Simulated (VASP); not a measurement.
# C in VASP: single point with PBE+D3(BJ)

Aim: the single point of C with PBE+D3(BJ).

Program: VASP 6.6.1. These are calculated values, not measurements. Logs are shortened: lines on timing, memory, paths and dates and some standing lists are left out, and cuts for length are marked.

### 1 The cell of the first run

The cell holds a slab with vacuum, 4 atoms: a = 2.466 Å, b = 2.466 Å, c = 17.500 Å, α = 90.00°, β = 90.00°, γ = 120.00°.

### 2 Single point, PBE+D3(BJ) (layers slid over each other)

INCAR reads:

```
ALGO = Normal ; DIPOL = 0.5 0.5 0.356
EDIFF = 1E-6 ; ENCUT = 520
GGA = PE ; IDIPOL = 3
ISIF = 2 ; ISMEAR = 0
IVDW = 12 ; LASPH = T
LCHARG = F ; LDIPOL = T
LREAL = F ; LWAVE = F
NBANDS = 16 ; NELM = 100
PREC = Accurate ; SIGMA = 0.1
```

KPOINTS reads:

```
k-points
0
Gamma
  15 15 1
```

POSCAR reads:

```
C
1.0
    2.4656524409      0.0000000000      0.0000000000
   -1.2328262205      2.1353176508      0.0000000000
    0.0000000000      0.0000000000     17.5000663883
C
4
Direct
    0.6666666667      0.3333333333      0.2571437784
    0.3333333333      0.6666666667      0.2571418816
    0.8333333333      0.6666666667      0.4548592109
    1.1666666667      0.3333333333      0.4548573141
```

Potentials or basis: VASP PAW PBE potentials, release 64 (C).

Started as:

```console
$ cat potpaw_PBE.64/C/POTCAR > POTCAR
$ mpirun -np 1 vasp_std > vasp.out
```

OUTCAR:

```text
EDIFF = 1E-6
   ENCUT = 520
   GGA = PE
   ISIF = 2
   ISMEAR = 0
   IVDW = 12
   LASPH = T
   LREAL = F
   NELM = 100
   PREC = Accurate
 IVDW          = 12

 ion  position               nearest neighbor table
   1  0.667  0.333  0.257-   2 1.42   2 1.42   2 1.42
   2  0.333  0.667  0.257-   1 1.42   1 1.42   1 1.42
   3  0.833  0.667  0.455-   4 1.42   4 1.42   4 1.42
   4  0.167  0.333  0.455-   3 1.42   3 1.42   3 1.42

  LATTYP: Found a hexagonal cell.
 ALAT       =     2.4656524409
 C/A-ratio  =     7.0975398227

  Lattice vectors:

 A1 = (   2.4656524409,   0.0000000000,   0.0000000000)
 A2 = (  -1.2328262205,   2.1353176508,   0.0000000000)
 A3 = (   0.0000000000,   0.0000000000,  17.5000663883)

Analysis of symmetry for initial positions (statically):
=====================================================================
 Subroutine PRICEL returns:
 Original cell was already a primitive cell.

 Routine SETGRP: Setting up the symmetry group for a
 hexagonal supercell.

 Subroutine GETGRP returns: Found  8 space group operations
 (whereof  4 operations were pure point group operations)
 out of a pool of 24 trial point group operations.

The static configuration has the point symmetry C_2v.
 The point group associated with its full space group is D_2h.

Analysis of symmetry for dynamics (positions and initial velocities):
=====================================================================
 Subroutine PRICEL returns:
 Original cell was already a primitive cell.

 Routine SETGRP: Setting up the symmetry group for a
 hexagonal supercell.

 Subroutine GETGRP returns: Found  8 space group operations
 (whereof  4 operations were pure point group operations)
 out of a pool of 24 trial point group operations.

The dynamic configuration has the point symmetry C_2v.
 The point group associated with its full space group is D_2h.

 Subroutine INISYM returns: Found  8 space group operations
 (whereof  4 operations are pure point group operations),
 and found     1 'primitive' translations

----------------------------------------------------------------------------------------

                                     Primitive cell

  volume of cell :      92.1370

  direct lattice vectors                    reciprocal lattice vectors
     2.465652441  0.000000000  0.000000000     0.405572166  0.234157199  0.000000000
    -1.232826221  2.135317651  0.000000000     0.000000000  0.468314398  0.000000000
     0.000000000  0.000000000 17.500066388     0.000000000  0.000000000  0.057142640

  length of vectors
     2.465652441  2.465652441 17.500066388     0.468314398  0.468314398  0.057142640

  position of ions in fractional coordinates (direct lattice)
     0.666666667  0.333333333  0.257143778
     0.333333333  0.666666667  0.257141882
     0.833333333  0.666666667  0.454859211
     0.166666667  0.333333333  0.454857314

  ion indices of the primitive-cell ions
   primitive index   ion index
                 1           1
                 2           2
                 3           3
                 4           4

----------------------------------------------------------------------------------------

 KPOINTS: k-points

Automatic generation of k-mesh.
 Grid dimensions read from file:
 generate k-points for:   15   15    1

 Generating k-lattice:

  Cartesian coordinates                     Fractional coordinates (reciprocal lattice)
     0.027038144  0.015610480  0.000000000     0.066666667  0.000000000  0.000000000
     0.000000000  0.031220960  0.000000000     0.000000000  0.066666667  0.000000000
     0.000000000  0.000000000  0.057142640     0.000000000  0.000000000  1.000000000

  Length of vectors
     0.031220960  0.031220960  0.057142640

  Shift w.r.t. Gamma in fractional coordinates (k-lattice)
     0.000000000  0.000000000  0.000000000

 Subroutine IBZKPT returns following result:
 ===========================================

 Found     64 irreducible k-points:

 Following reciprocal coordinates:
            Coordinates               Weight
  0.000000  0.000000  0.000000      1.000000
  0.066667  0.000000  0.000000      4.000000
  0.000000  0.066667  0.000000      2.000000
  0.133333 -0.000000  0.000000      4.000000
  0.000000  0.133333  0.000000      2.000000
  0.200000  0.000000  0.000000      4.000000
[... 16 lines left out ...]
 -0.266667  0.200000  0.000000      4.000000
  0.266667  0.066667  0.000000      4.000000
 [... further k-points ...]
   k-points           NKPTS =     64   k-points in BZ     NKDIM =     64   number of bands    NBANDS=     16
   number of dos      NEDOS =    301   number of ions     NIONS =      4
   total plane-waves  NPLWV =  45360
   dimension x,y,z NGX =    18 NGY =   18 NGZ =  140
   dimension x,y,z NGXF=    36 NGYF=   36 NGZF=  280
   ions per type =               4
   NGX,Y,Z   is equivalent  to a cutoff of  12.14, 12.14, 13.30 a.u.
   NGXF,Y,Z  is equivalent  to a cutoff of  24.27, 24.27, 26.60 a.u.
 SYSTEM =  unknown system
   PREC   = accura    normal or accurate (medium, high low for compatibility)
   ISTART =      0    job   : 0-new  1-cont  2-samecut
   ICHARG =      2    charge: 1-file 2-atom 10-const
   ISPIN  =      1    spin polarized calculation?
   LNONCOLLINEAR =      F non collinear calculations
   LSORBIT =      F    spin-orbit coupling
   LASPH  =      T    aspherical Exc in radial PAW
   ENCUT  =  520.0 eV  38.22 Ry    6.18 a.u.   4.58  4.58 32.54*2*pi/ulx,y,z
   NELM   =    100;   NELMIN=  2; NELMDL= -5     # of ELM steps
   EDIFF  = 0.1E-05   stopping-criterion for ELM
   LREAL  =      F    real-space projection
   EDIFFG = 0.1E-04   stopping-criterion for IOM
   NSW    =      0    number of steps for IOM
   IBRION =     -1    ionic relax: 0-MD 1-quasi-New 2-CG
   NFREE  =      0    steps in history (QN), initial steepest desc. (CG)
   ISIF   =      2    stress and relaxation
   ISYM   =      2    0-nonsym 1-usesym 2-fastsym
   POTIM  = 0.5000    time-step for ionic-motion
   TEBEG  =    0.0;   TEEND  =   0.0 temperature during run
   PSTRESS=    0.0 pullay stress
   NELECT =      16.0000    total number of electrons
   NUPDOWN=      -1.0000    fix difference up-down
   EMIN   =  10.00;   EMAX   =-10.00  energy-range for DOS
   EFERMI =   0.00;   METHOD = LEGACY
   ISMEAR =     0;   SIGMA  =   0.10  broadening in eV -4-tet -1-fermi 0-gaus
   EFERMI_NEDOS =   21; number of points for ismear=-14 and -15
   IALGO  =     38    algorithm
   IMIX   =      4    mixing-type and parameters
     AMIX     =   0.40;   BMIX     =  1.00
     AMIX_MAG =   1.60;   BMIX_MAG =  1.00
  volume/ion in A,a.u.               =      23.03       155.44
  Fermi-wavevector in a.u.,A,eV,Ry     =   0.913349  1.725980 11.350070  0.834207
  Thomas-Fermi vector in A             =   2.037850
   LORBIT       =      0    0 simple, 1 ext, 2 COOP (PROOUT), +10 PAW based schemes
   GGA     = PE    functional components
   LHFCALC =     F    Hartree Fock is set to
   AEXX    =    0.0000 exact exchange contribution
   IVDW    =    12    specifies the selected vdW correction
   LEPSILON=     F    determine dielectric tensor
   LRPA    =     F    only Hartree local field effects (RPA)
 non-spin polarized calculation
 Gauss-broadening in eV      SIGMA  =   0.10
  energy-cutoff  :      520.00
  volume of cell :       92.14
 maximum number of plane-waves:      2516
   NGX =  9   NGY =  9   NGZ = 65

 dipolmoment           0.000000      0.000000      0.000197 electrons x Angstroem

 number of electron      15.9999996 magnetization

 dipolmoment           0.000000      0.000000     -0.000131 electrons x Angstroem

 Free energy of the ion-electron system (eV)
  ---------------------------------------------------
  ext. energy  EPLUGINS =         0.00000000
  ---------------------------------------------------
  free energy    TOTEN  =       -36.88101775 eV

  energy without entropy =      -36.88060012  energy(sigma->0) =      -36.88080893

 E-fermi :  -0.8347     XC(G=0):  -4.4522

 val. band max:       -0.9283665212   @ k =   0.3333   0.3333   0.0000
 cond. band min:      -0.7410361500   @ k =   0.3333   0.3333   0.0000
 fundamental gap:      0.1873303712
 Fermi energy:        -0.8346898911

 k-point     1 :       0.0000    0.0000    0.0000
  band No.  band energies     occupation
      1     -20.4057      2.00000
      2     -20.2876      2.00000
      3      -8.8515      2.00000
      4      -8.0187      2.00000
      5      -3.8700      2.00000
      6      -3.8662      2.00000
[... 8 lines left out ...]
     15       7.4824      0.00000
     16       7.4959      0.00000

 k-point     2 :       0.0667    0.0000    0.0000
  band No.  band energies     occupation
      1     -20.3003      2.00000
      2     -20.1829      2.00000
      3      -8.7244      2.00000
      4      -7.8953      2.00000
      5      -4.2941      2.00000
      6      -4.2818      2.00000
[... 8 lines left out ...]
     15       7.5578      0.00000
     16       7.9415      0.00000

 k-point     3 :       0.0000    0.0667    0.0000
  band No.  band energies     occupation
      1     -20.3003      2.00000
      2     -20.1829      2.00000
      3      -8.7245      2.00000
      4      -7.8952      2.00000
      5      -4.2924      2.00000
      6      -4.2841      2.00000
[... 8 lines left out ...]
     15       7.5458      0.00000
     16       7.9209      0.00000
[... 362 lines left out ...]
 k-point    23 :      -0.2667    0.2000    0.0000
  band No.  band energies     occupation
      1     -19.0446      2.00000
      2     -18.9367      2.00000
      3      -7.8590      2.00000
      4      -7.8218      2.00000
      5      -7.2259      2.00000
      6      -6.4470      2.00000
[... 8 lines left out ...]
     15       7.5235      0.00000
     16       7.7676      0.00000

 k-point    24 :       0.2667    0.0667    0.0000
  band No.  band energies     occupation
      1     -18.2193      2.00000
      2     -18.1173      2.00000
      3      -9.5790      2.00000
      4      -9.5351      2.00000
      5      -6.6750      2.00000
      6      -6.6619      2.00000
[... 8 lines left out ...]
     15       7.4813      0.00000
     16       8.4868      0.00000

 [... further k-points ...]

------------------------ aborting loop because EDIFF is reached ----------------------------------------

 vacuum level on the upper side and lower side of the slab       (xc-potential included)        -0.163        -0.161

 Edisp (eV)   -0.46948

 E8    (eV) :    -0.1399

  FORCE on cell =-STRESS in cart. coord.  units (eV):
  Direction    XX          YY          ZZ          XY          YZ          ZX
  --------------------------------------------------------------------------------------
  -------------------------------------------------------------------------------------
  Total       0.14817     0.10104    -0.06667    -0.00000     0.00000     0.00000
  in kB       2.57651     1.75701    -1.15936    -0.00000     0.00000     0.00000
  external pressure =        1.06 kB  Pullay stress =        0.00 kB

 VOLUME and BASIS-vectors are now :
 -----------------------------------------------------------------------------
  energy-cutoff  :      520.00
  volume of cell :       92.14
      direct lattice vectors                 reciprocal lattice vectors
     2.465652441  0.000000000  0.000000000     0.405572166  0.234157199  0.000000000
    -1.232826221  2.135317651  0.000000000     0.000000000  0.468314398  0.000000000
     0.000000000  0.000000000 17.500066388     0.000000000  0.000000000  0.057142640

 POSITION                                       TOTAL-FORCE (eV/Angst)
 -----------------------------------------------------------------------------------
      1.23283      0.71177      4.50003        -0.000000      0.001983      0.006066
     -0.00000      1.42355      4.50000         0.000000     -0.001983      0.006066
      1.23283      1.42355      7.96007         0.000000     -0.001983     -0.006066
      0.00000      0.71177      7.96003        -0.000000      0.001983     -0.006066
 -----------------------------------------------------------------------------------
    total drift:                                0.000000      0.000007     -0.029656

  FREE ENERGIE OF THE ION-ELECTRON SYSTEM (eV)
  ---------------------------------------------------
  free  energy   TOTEN  =       -37.3504931595 eV

  energy  without entropy=      -37.3500755252  energy(sigma->0) =      -37.35028434

 vacuum level on the upper side and lower side of the slab         3.359         3.361
```

Run time: 2.6 min. Hardware: 1 thread of Intel Xeon 8259CL, shared host; peak memory 0.24 GiB.

What came out:

| Property | Result |
| --- | --- |
| Free energy | -37.3505 eV |
| Largest force | 0.006 eV/Å |
| Dispersion energy per atom | -0.117 eV |

Forces in eV/Å, atoms in the order of the input:
```
C    0.000  0.002  0.006
C    0.000 -0.002  0.006
C    0.000 -0.002 -0.006
C    0.000  0.002 -0.006
```

Caveat: the cell differs from its parent crystal (layers slid over each other).
